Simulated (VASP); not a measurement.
Wanted: the native input for a VASP 6.6.1 run.

```
Task                   : single point
Functional             : LDA
Potentials or basis    : VASP PAW LDA potentials, release 64 (Cd, Se)
Cutoff                 : 520 eV
k mesh                 : 8 × 8 × 8
Occupations            : fermi-dirac, width 0.03 eV
Spin                   : no spin polarisation
Dipole correction      : no
Further INCAR settings : ALGO = Normal; EDIFF = 1e-07; NBANDS = 16
```

The structure of CdSe lies in POSCAR:

```
CdSe
1.0
    0.0307027120      3.0856225546      3.0856225546
    3.0856225546      0.0307027120      3.0856225546
    3.0856225546      3.0856225546      0.0307027120
Cd Se
1 1
Direct
    0.0000000000      0.0000000000      0.0000000000
    0.2500000000      0.2500000000      0.2500000000
```

This cell differs from its parent crystal: equal xy, yz and zx shear strains of +1 %.

One way to write it, as run:

INCAR

```
SYSTEM = CdSe
  PREC = Accurate
  ENCUT = 520
  EDIFF = 1E-7
  ISMEAR = -1
  SIGMA = 0.03
  LREAL = .False.
  LASPH = .True.
  NELM = 100
  ALGO = Normal
  ISIF = 2
  LWAVE = .False.
  LCHARG = .False.
  GGA = CA
  NBANDS = 16
```

KPOINTS

```
regular mesh
0
Gamma
  8 8 8
  0 0 0
```

Potentials or basis: VASP PAW LDA potentials, release 64 (Cd, Se).

Command:

```sh
$ cat potpaw_LDA.64/Cd/POTCAR potpaw_LDA.64/Se/POTCAR > POTCAR
$ mpirun -np 1 vasp_std > vasp.out
```

It gave:

| Property | Result |
| --- | --- |
| Pressure | -2.9 GPa |
| Largest force | 0.078 eV/Å |
| Band gap on the k mesh | 0.29 eV, direct |

Caveat: the cell differs from its parent crystal (equal xy, yz and zx shear strains of +1 %).

Run time: 20 s on 1 thread of Intel(R) Xeon(R) 6975P-C (Granite Rapids) (shared host), peak memory 0.19 GiB.
